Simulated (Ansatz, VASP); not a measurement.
# One calculation of Ag, two programs

```
Ag
1.0
     0.00000    1.96138    2.12482
     1.96138    0.00000    2.12482
     1.96138    1.96138    0.00000
Ag
1
Cartesian
  0.0000 0.0000 0.0000
```

Change from the starting cell: strain -0.040 along x and y, +0.040 along z, atoms carried along.

Alike in both runs: task single point; functional r2SCAN; k mesh 20 × 20 × 20; occupations gaussian, width 0.15 eV; no spin polarisation.

|  | VASP | Ansatz |
| --- | --- | --- |
| version | VASP 6.6.1 | Ansatz 0.2.0 |
| potentials or method | VASP PAW PBE potentials, release 64 (Ag), cutoff 520 eV | scalar-relativistic, plane waves, PAW |
| valence electrons in the cell | 11 | 19 |

VASP gave:

* gap on the k mesh at the Fermi level (eV): none
* pressure (GPa): 7.3
* traceless stress, the component that is largest in VASP (GPa): -3.19

Q: Estimate Ansatz's values.

A: gap on the k mesh at the Fermi level (eV): none; pressure (GPa): 7.1; traceless stress, the component that is largest in VASP (GPa): -3.13.

VASP's potentials were made for PBE, not for r2SCAN. A gap of «none» marks a metal or a gap that the smearing closes. With one functional, cell and mesh, what is left measures potentials, basis and numerics. VASP's potentials hold 11 valence electrons a cell and Ansatz's 19, so a difference there can come from the potentials and not from the codes.
